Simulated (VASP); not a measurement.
# TiCo in VASP: a series of runs

The runs below take TiCo through single point, with r2SCAN.

Everything below comes from runs of VASP 6.6.1. Logs are shortened: lines on timing, memory, paths and dates and some standing lists are left out, and cuts for length are marked.

## 1. The cell of the first run

Symmetry: Pm-3m, No. 221, cubic system. The conventional cell has a = 2.989 Å, b = 2.989 Å, c = 2.989 Å, α = 90.00°, β = 90.00°, γ = 90.00°. Ti (site symmetry m-3m) has 8 Co at 2.59 Å and 6 Ti at 2.99 Å within 3.4 Å. Co (site symmetry m-3m) has 8 Ti at 2.59 Å and 6 Co at 2.99 Å within 3.4 Å.

## 2. Single point, r2SCAN

POSCAR

```
TiCo
1.0
    2.9887219807      0.0000000000      0.0000000000
    0.0000000000      2.9887219807      0.0000000000
    0.0000000000      0.0000000000      2.9887219807
Ti Co
1 1
Direct
    0.0000000000      0.0000000000      0.0000000000
    0.5000000000      0.5000000000      0.5000000000
```

INCAR.step1

```
PREC = Accurate
ENCUT = 520
ISMEAR = 0
SIGMA = 0.05
LREAL = False
LASPH = True
NELM = 100
NBANDS = 18
GGA = PE
ALGO = Normal
EDIFF = 1E-4
LWAVE = True
LCHARG = False
```

INCAR.step2

```
PREC = Accurate
ENCUT = 520
EDIFF = 1E-7
ISMEAR = 0
SIGMA = 0.05
LREAL = False
LASPH = True
NELM = 100
ALGO = Normal
ISIF = 2
LWAVE = False
LCHARG = False
METAGGA = R2SCAN
LMIXTAU = True
NBANDS = 18
ISTART = 1
```

KPOINTS

```
regular mesh
0
Gamma
  12 12 12
```

Potentials or basis: VASP PAW PBE potentials, release 64 (Ti_sv, Co).

Command:

```bash
$ cat potpaw_PBE.64/Ti_sv/POTCAR potpaw_PBE.64/Co/POTCAR > POTCAR
$ cp INCAR.step1 INCAR
$ mpirun -np 1 vasp_std > vasp.out
$ cp INCAR.step2 INCAR
$ mpirun -np 1 vasp_std > vasp.out
```

OUTCAR:

```text
PREC = Accurate
   ENCUT = 520
   EDIFF = 1E-7
   ISMEAR = 0
   LREAL = False
   LASPH = True
   NELM = 100
   ISIF = 2
   METAGGA = R2SCAN
   ISTART = 1

 ion  position               nearest neighbor table
   1  0.000  0.000  0.000-   2 2.59   2 2.59   2 2.59   2 2.59   2 2.59   2 2.59   2 2.59   2 2.59

   2  0.500  0.500  0.500-   1 2.59   1 2.59   1 2.59   1 2.59   1 2.59   1 2.59   1 2.59   1 2.59

  LATTYP: Found a simple cubic cell.
 ALAT       =     2.9887219807

  Lattice vectors:

 A1 = (   2.9887219807,   0.0000000000,   0.0000000000)
 A2 = (   0.0000000000,   2.9887219807,   0.0000000000)
 A3 = (   0.0000000000,   0.0000000000,   2.9887219807)

Analysis of symmetry for initial positions (statically):
=====================================================================
 Subroutine PRICEL returns:
 Original cell was already a primitive cell.

 Routine SETGRP: Setting up the symmetry group for a
 simple cubic supercell.

 Subroutine GETGRP returns: Found 48 space group operations
 (whereof 48 operations were pure point group operations)
 out of a pool of 48 trial point group operations.

The static configuration has the point symmetry O_h .

Analysis of symmetry for dynamics (positions and initial velocities):
=====================================================================
 Subroutine PRICEL returns:
 Original cell was already a primitive cell.

 Routine SETGRP: Setting up the symmetry group for a
 simple cubic supercell.

 Subroutine GETGRP returns: Found 48 space group operations
 (whereof 48 operations were pure point group operations)
 out of a pool of 48 trial point group operations.

The dynamic configuration has the point symmetry O_h .

 Subroutine INISYM returns: Found 48 space group operations
 (whereof 48 operations are pure point group operations),
 and found     1 'primitive' translations

----------------------------------------------------------------------------------------

                                     Primitive cell

  volume of cell :      26.6966

  direct lattice vectors                    reciprocal lattice vectors
     2.988721981  0.000000000  0.000000000     0.334591175  0.000000000  0.000000000
     0.000000000  2.988721981  0.000000000     0.000000000  0.334591175  0.000000000
     0.000000000  0.000000000  2.988721981     0.000000000  0.000000000  0.334591175

  length of vectors
     2.988721981  2.988721981  2.988721981     0.334591175  0.334591175  0.334591175

  position of ions in fractional coordinates (direct lattice)
[... 79 lines left out ...]
   EDIFF  = 0.1E-06   stopping-criterion for ELM
   LREAL  =      F    real-space projection
   EDIFFG = 0.1E-05   stopping-criterion for IOM
   NSW    =      0    number of steps for IOM
   IBRION =     -1    ionic relax: 0-MD 1-quasi-New 2-CG
   NFREE  =      0    steps in history (QN), initial steepest desc. (CG)
   ISIF   =      2    stress and relaxation
   ISYM   =      2    0-nonsym 1-usesym 2-fastsym
   POTIM  = 0.5000    time-step for ionic-motion
   TEBEG  =    0.0;   TEEND  =   0.0 temperature during run
   PSTRESS=    0.0 pullay stress
   NELECT =      21.0000    total number of electrons
   NUPDOWN=      -1.0000    fix difference up-down
   EMIN   =  10.00;   EMAX   =-10.00  energy-range for DOS
   EFERMI =   0.00;   METHOD = LEGACY
   ISMEAR =     0;   SIGMA  =   0.05  broadening in eV -4-tet -1-fermi 0-gaus
   EFERMI_NEDOS =   21; number of points for ismear=-14 and -15
   IALGO  =     38    algorithm
   IMIX   =      4    mixing-type and parameters
     AMIX     =   0.40;   BMIX     =  1.00
     AMIX_MAG =   1.60;   BMIX_MAG =  1.00
  volume/ion in A,a.u.               =      13.35        90.08
  Fermi-wavevector in a.u.,A,eV,Ry     =   1.511225  2.855801 31.072992  2.283800
  Thomas-Fermi vector in A             =   2.621310
   LORBIT       =      0    0 simple, 1 ext, 2 COOP (PROOUT), +10 PAW based schemes
   METAGGA = R2SCAN    functional components
   LHFCALC =     F    Hartree Fock is set to
   AEXX    =    0.0000 exact exchange contribution
   IVDW    =     0    specifies the selected vdW correction
   LEPSILON=     F    determine dielectric tensor
   LRPA    =     F    only Hartree local field effects (RPA)
 non-spin polarized calculation
 Gauss-broadening in eV      SIGMA  =   0.05
  energy-cutoff  :      520.00
  volume of cell :       26.70
 maximum number of plane-waves:       739
 NGX is ok and might be reduce to    24

 number of electron      20.9999983 magnetization

 Free energy of the ion-electron system (eV)
  ---------------------------------------------------
  ext. energy  EPLUGINS =         0.00000000
  ---------------------------------------------------
  free energy    TOTEN  =       -26.69223591 eV

  energy without entropy =      -26.68735489  energy(sigma->0) =      -26.68979540

 E-fermi :   9.9195     XC(G=0): -13.6223

 val. band max:        9.9044548749   @ k =   0.5000   0.0833   0.0000
 cond. band min:       9.9288187434   @ k =   0.4167   0.2500   0.0833
 fundamental gap:      0.0243638685
 Fermi energy:         9.9195277460

 k-point     1 :       0.0000    0.0000    0.0000
  band No.  band energies     occupation
      1     -49.7805      2.00000
      2     -24.8238      2.00000
      3     -24.8238      2.00000
      4     -24.8238      2.00000
      5       1.7391      2.00000
      6       5.9941      2.00000
[... 481 lines left out ...]
      5       5.3313      2.00000
      6       6.1226      2.00000
[... 10 lines left out ...]
     17      18.8991      0.00000
     18      21.0130      0.00000

 [... further k-points ...]

------------------------ aborting loop because EDIFF is reached ----------------------------------------

  FORCE on cell =-STRESS in cart. coord.  units (eV):
  Direction    XX          YY          ZZ          XY          YZ          ZX
  --------------------------------------------------------------------------------------
  -------------------------------------------------------------------------------------
  Total       -1.0833652     -1.0833652     -1.0833652      0.0000000      0.0000000     -0.0000000
  in kB      -65.0172972    -65.0172972    -65.0172972      0.0000000      0.0000000     -0.0000000
  external PRESSURE =     -65.0172972 kB  Pullay stress =       0.0000000 kB

 VOLUME and BASIS-vectors are now :
 -----------------------------------------------------------------------------
  energy-cutoff  :      520.00
  volume of cell :       26.70
      direct lattice vectors                 reciprocal lattice vectors
     2.988721981  0.000000000  0.000000000     0.334591175  0.000000000  0.000000000
     0.000000000  2.988721981  0.000000000     0.000000000  0.334591175  0.000000000
     0.000000000  0.000000000  2.988721981     0.000000000  0.000000000  0.334591175

 POSITION                                       TOTAL-FORCE (eV/Angst)
 -----------------------------------------------------------------------------------
      0.00000      0.00000      0.00000         0.000000      0.000000      0.000000
      1.49436      1.49436      1.49436         0.000000      0.000000      0.000000
 -----------------------------------------------------------------------------------
    total drift:                                0.000000      0.000000     -0.000000

  FREE ENERGIE OF THE ION-ELECTRON SYSTEM (eV)
  ---------------------------------------------------
  free  energy   TOTEN  =       -26.6922359090 eV

  energy  without entropy=      -26.6873548854  energy(sigma->0) =      -26.68979540
```

OUTCAR.step1:

```text
PREC = Accurate
   ENCUT = 520
   ISMEAR = 0
   LREAL = False
   LASPH = True
[... 727 lines left out ...]
      0.00000      0.00000      0.00000         0.000000      0.000000      0.000000
      1.49436      1.49436      1.49436         0.000000      0.000000      0.000000
 -----------------------------------------------------------------------------------
    total drift:                                0.000000      0.000000     -0.000000

  FREE ENERGIE OF THE ION-ELECTRON SYSTEM (eV)
  ---------------------------------------------------
  free  energy   TOTEN  =       -15.6298948368 eV

  energy  without entropy=      -15.6252613862  energy(sigma->0) =      -15.62757811
```

OSZICAR.step1:

```text
N       E                     dE             d eps       ncg     rms          rms(c)
DAV:   1     0.159107087672E+03    0.15911E+03   -0.10177E+04  3064   0.147E+03
DAV:   2    -0.847001154882E+01   -0.16758E+03   -0.16228E+03  3058   0.344E+02
DAV:   3    -0.177406719790E+02   -0.92707E+01   -0.91319E+01  4042   0.875E+01
DAV:   4    -0.179692731848E+02   -0.22860E+00   -0.22750E+00  3582   0.121E+01
DAV:   5    -0.179780281438E+02   -0.87550E-02   -0.87527E-02  3790   0.221E+00    0.129E+01
DAV:   6    -0.160656545010E+02    0.19124E+01   -0.10062E+01  3292   0.435E+01    0.666E+00
DAV:   7    -0.186943871003E+02   -0.26287E+01   -0.22953E+01  3882   0.398E+01    0.244E+01
DAV:   8    -0.156360469380E+02    0.30583E+01   -0.14497E+01  3886   0.320E+01    0.177E+00
DAV:   9    -0.156517218671E+02   -0.15675E-01   -0.23041E-01  3460   0.432E+00    0.204E+00
DAV:  10    -0.156308691718E+02    0.20853E-01   -0.78263E-02  4096   0.319E+00    0.432E-01
DAV:  11    -0.156304240642E+02    0.44511E-03   -0.30945E-03  3396   0.642E-01    0.281E-01
DAV:  12    -0.156299042319E+02    0.51983E-03   -0.15041E-03  4100   0.295E-01    0.547E-02
DAV:  13    -0.156298948368E+02    0.93951E-05   -0.46846E-05  1712   0.599E-02
   1 F= -.15629895E+02 E0= -.15627578E+02  d E =-.463345E-02
```

Wall time 1.8 min (1 thread of Intel Xeon Platinum 8488C (Sapphire Rapids), shared host); peak memory 0.17 GiB.

What came out:

```yaml
Free_energy: -26.6922 eV
Pressure: -6.5 GPa
```

Caveat: the PAW data sets were made with another functional, which shifts forces and pressure a little.

## 3. Single point, r2SCAN, collinear spin, ferrimagnetic start (atom 2 (Co) moved 0.02 Å along y)

POSCAR, as its differences from that of step 2:

```diff
@@ -9,2 +9,2 @@
     0.0000000000      0.0000000000      0.0000000000
-    0.5000000000      0.5000000000      0.5000000000
+    0.5000000000      0.5066918235      0.5000000000
```

INCAR.step1

```
PREC     = Accurate       # precision mode
ENCUT    = 520            # plane-wave cutoff, eV
ISMEAR   = 0              # smearing method
SIGMA    = 0.05           # smearing width, eV
LREAL    = F              # projectors in reciprocal space
LASPH    = T              # aspherical terms in the spheres
NELM     = 150            # most SCF steps
ISPIN    = 2              # spin polarisation
MAGMOM   = -0.29 1.55     # initial moments
LMAXMIX  = 4              # l up to which the mixer works
NBANDS   = 22             # bands
GGA      = PE             # functional
ALGO     = Normal         # electronic algorithm
EDIFF    = 1E-4           # SCF threshold, eV
LWAVE    = T              # write WAVECAR
LCHARG   = F              # write CHGCAR
```

INCAR.step2

```
PREC     = Accurate       # precision mode
ENCUT    = 520            # plane-wave cutoff, eV
EDIFF    = 1E-6           # SCF threshold, eV
ISMEAR   = 0              # smearing method
SIGMA    = 0.05           # smearing width, eV
LREAL    = F              # projectors in reciprocal space
LASPH    = T              # aspherical terms in the spheres
NELM     = 150            # most SCF steps
ALGO     = Normal         # electronic algorithm
ISIF     = 2              # what is computed and relaxed
LWAVE    = F              # write WAVECAR
LCHARG   = F              # write CHGCAR
ISPIN    = 2              # spin polarisation
MAGMOM   = -0.29 1.55     # initial moments
LORBIT   = 11             # projections on sites
LMAXMIX  = 4              # l up to which the mixer works
METAGGA  = R2SCAN         # meta-GGA
LMIXTAU  = T            
NBANDS   = 22             # bands
ISTART   = 1
```

KPOINTS is that of step 2.

Potentials or basis: VASP PAW PBE potentials, release 64 (Ti_sv, Co).

Command:

```bash
$ cat potpaw_PBE.64/Ti_sv/POTCAR potpaw_PBE.64/Co/POTCAR > POTCAR
$ cp INCAR.step1 INCAR
$ mpirun -np 1 vasp_std > vasp.out
$ cp INCAR.step2 INCAR
$ mpirun -np 1 vasp_std > vasp.out
```

Wall time 3.6 min (1 thread of Intel Xeon 6975P-C (Granite Rapids), shared host); peak memory 0.29 GiB.

It converged, with:

```
Free energy                                           : -27.0189 eV
Pressure                                              : 0.3 GPa
Largest force                                         : 0.114 eV/Å
Net moment                                            : 0.90 μB per cell
Site moments                                          : Ti -0.28; Co +1.38 μB
Valence electrons inside the program's atomic spheres : Ti 10.24; Co 8.32
```

Forces in eV/Å, atoms in the order of the input:
```
Ti   0.000  0.114  0.000
Co   0.000 -0.114  0.000
```

Levels at points of the mesh, in eV from the Fermi level:
Spin up:
```
           k point  band 8  band 9  band 10  band 11  band 12  band 13  band 14  band 15
(0.00, 0.00, 0.00)   -2.35   -2.35    -2.35     0.56     0.56     2.90     2.90     2.90
(0.50, 0.00, 0.00)   -2.50   -2.50    -2.05    -1.22    -0.29     0.88     0.88     2.53
(0.00, 0.50, 0.00)   -2.50   -2.50    -2.05    -1.22    -0.29     0.88     0.88     2.53
(0.50, 0.50, 0.00)   -3.14   -2.37    -1.26     0.66     0.66     1.31     2.57     2.57
(0.50, 0.00, 0.50)   -3.14   -2.37    -1.27     0.66     0.66     1.30     2.57     2.57
(0.50, 0.50, 0.50)   -2.34   -2.34    -2.05    -2.05    -2.05     3.69     3.69     7.05
```
Spin down:
```csv
k point,band 8,band 9,band 10,band 11,band 12,band 13
"(0.00, 0.00, 0.00)",-1.42,-1.42,-1.42,1.59,1.59,2.88
"(0.50, 0.00, 0.00)",-1.54,-1.17,-0.99,-0.88,0.70,0.70
"(0.00, 0.50, 0.00)",-1.53,-1.19,-0.99,-0.87,0.70,0.70
"(0.50, 0.50, 0.00)",-2.44,0.25,0.25,1.03,1.12,1.28
"(0.50, 0.00, 0.50)",-2.44,0.25,0.25,1.03,1.11,1.28
"(0.50, 0.50, 0.50)",-2.32,-2.32,-2.32,1.07,1.07,3.26
```

Caveat: the cell differs from its parent crystal (atom 2 (Co) moved 0.02 Å along y); the PAW data sets were made with another functional, which shifts forces and pressure a little.

## 4. Single point, r2SCAN, collinear spin, ferrimagnetic start

This run uses another cell than the first one, of 13.62 Å³/atom, 1.020 times its volume.

POSCAR

```
TiCo
1.0
    2.9887219807      0.0000000000      0.0000000000
    0.0000000000      3.0484964203      0.0000000000
    0.0000000000      0.0000000000      2.9887219807
Ti Co
1 1
Direct
    0.0000000000      0.0000000000      0.0000000000
    0.5000000000      0.5000000000      0.5000000000
```

INCAR.step1

```
  PREC = Accurate
  ENCUT = 520
  ISMEAR = 0
  SIGMA = 0.05
  LREAL = False
  LASPH = True
  NELM = 150
  ISPIN = 2
  MAGMOM = -0.29 1.55
  LMAXMIX = 4
  NBANDS = 22
  GGA = PE
  ALGO = Normal
  EDIFF = 1E-4
  LWAVE = True
  LCHARG = False
```

INCAR.step2

```
  PREC = Accurate
  ENCUT = 520
  EDIFF = 1E-7
  ISMEAR = 0
  SIGMA = 0.05
  LREAL = False
  LASPH = True
  NELM = 150
  ALGO = Normal
  ISIF = 2
  LWAVE = False
  LCHARG = False
  ISPIN = 2
  MAGMOM = -0.29 1.55
  LORBIT = 11
  LMAXMIX = 4
  METAGGA = R2SCAN
  LMIXTAU = True
  NBANDS = 22
  ISTART = 1
```

KPOINTS

```
Automatic mesh
0
Gamma
  12 12 12
```

Command:

```bash
$ cat potpaw_PBE.64/Ti_sv/POTCAR potpaw_PBE.64/Co/POTCAR > POTCAR
$ cp INCAR.step1 INCAR
$ mpirun -np 1 vasp_std > vasp.out
$ cp INCAR.step2 INCAR
$ mpirun -np 1 vasp_std > vasp.out
```

It took 4.3 min on 1 thread of Intel Xeon 6975P-C (Granite Rapids), shared host; peak memory 0.29 GiB.

It converged, with:

```
Free energy                                           : -27.0131 eV
Pressure                                              : -2.8 GPa
Net moment                                            : 0.89 μB per cell
Site moments                                          : Ti -0.31; Co +1.42 μB
Valence electrons inside the program's atomic spheres : Ti 10.21; Co 8.28
```

Stress tensor (GPa, compression positive):
```
-1.93  0.00  0.00
 0.00 -4.60  0.00
 0.00  0.00 -1.93
```

Levels at points of the mesh, in eV from the Fermi level:
Spin up:
| k point | band 7 | band 8 | band 9 | band 10 | band 11 | band 12 | band 13 | band 14 | band 15 | band 16 |
| --- | --- | --- | --- | --- | --- | --- | --- | --- | --- | --- |
| (0.00, 0.00, 0.00) | -4.61 | -2.37 | -2.37 | -2.29 | 0.50 | 0.60 | 2.83 | 2.83 | 2.86 | 8.64 |
| (0.50, 0.00, 0.00) | -3.59 | -2.54 | -2.47 | -2.07 | -1.21 | -0.21 | 0.74 | 0.93 | 2.47 | 4.36 |
| (0.00, 0.50, 0.00) | -3.71 | -2.47 | -2.47 | -2.03 | -1.42 | -0.29 | 0.96 | 0.96 | 2.53 | 4.11 |
| (0.50, 0.50, 0.00) | -3.06 | -3.06 | -2.43 | -1.32 | 0.57 | 0.59 | 1.22 | 2.49 | 2.55 | 3.52 |
| (0.50, 0.00, 0.50) | -3.18 | -3.18 | -2.36 | -1.23 | 0.74 | 0.74 | 1.41 | 2.48 | 2.48 | 3.61 |
| (0.50, 0.50, 0.50) | -3.23 | -2.42 | -2.34 | -2.06 | -1.96 | -1.96 | 3.58 | 3.67 | 6.87 | 8.49 |
Spin down:
| k point | band 6 | band 7 | band 8 | band 9 | band 10 | band 11 | band 12 | band 13 | band 14 | band 15 |
| --- | --- | --- | --- | --- | --- | --- | --- | --- | --- | --- |
| (0.00, 0.00, 0.00) | -3.33 | -3.27 | -1.42 | -1.42 | -1.32 | 1.50 | 1.65 | 2.78 | 2.78 | 2.80 |
| (0.50, 0.00, 0.00) | -4.20 | -1.56 | -1.48 | -1.06 | -0.98 | -0.85 | 0.54 | 0.72 | 1.54 | 2.27 |
| (0.00, 0.50, 0.00) | -4.29 | -1.47 | -1.47 | -1.10 | -0.93 | -0.93 | 0.76 | 0.76 | 1.38 | 2.34 |
| (0.50, 0.50, 0.00) | -3.90 | -2.33 | -2.33 | 0.12 | 0.18 | 1.01 | 1.13 | 1.17 | 2.61 | 2.67 |
| (0.50, 0.00, 0.50) | -3.91 | -2.47 | -2.47 | 0.31 | 0.31 | 1.09 | 1.22 | 1.35 | 2.61 | 2.61 |
| (0.50, 0.50, 0.50) | -2.49 | -2.49 | -2.33 | -2.25 | -2.25 | 1.08 | 1.13 | 3.11 | 3.20 | 7.58 |

Caveat: the PAW data sets were made with another functional, which shifts forces and pressure a little.

## 5. Summary

```csv
spin,cell,gap on the mesh (eV),pressure (GPa),moment (μB)
off,"a = 2.989 Å, 2 atoms",none,-6.5,-
"collinear, ferrimagnetic start","a = 2.989 Å, 2 atoms",none,0.3,0.90
"collinear, ferrimagnetic start","a = 2.989, b = 3.048 Å, 2 atoms",none,-2.8,0.89
```

Some of these runs hold the atoms at other places in the same cell, which the table doesn't show; runs alike in all that it shows share one row.

Alike in all rows: task single point; level r2SCAN; potentials or basis VASP PAW PBE potentials, release 64 (Ti_sv, Co); k mesh 12 × 12 × 12; cutoff (eV) 520; smearing gaussian 0.05 eV.

Caveats: the PAW data sets were made with another functional, which shifts forces and pressure a little.

Total energies depend on the potentials used, so only differences within one code and one set of settings carry meaning.
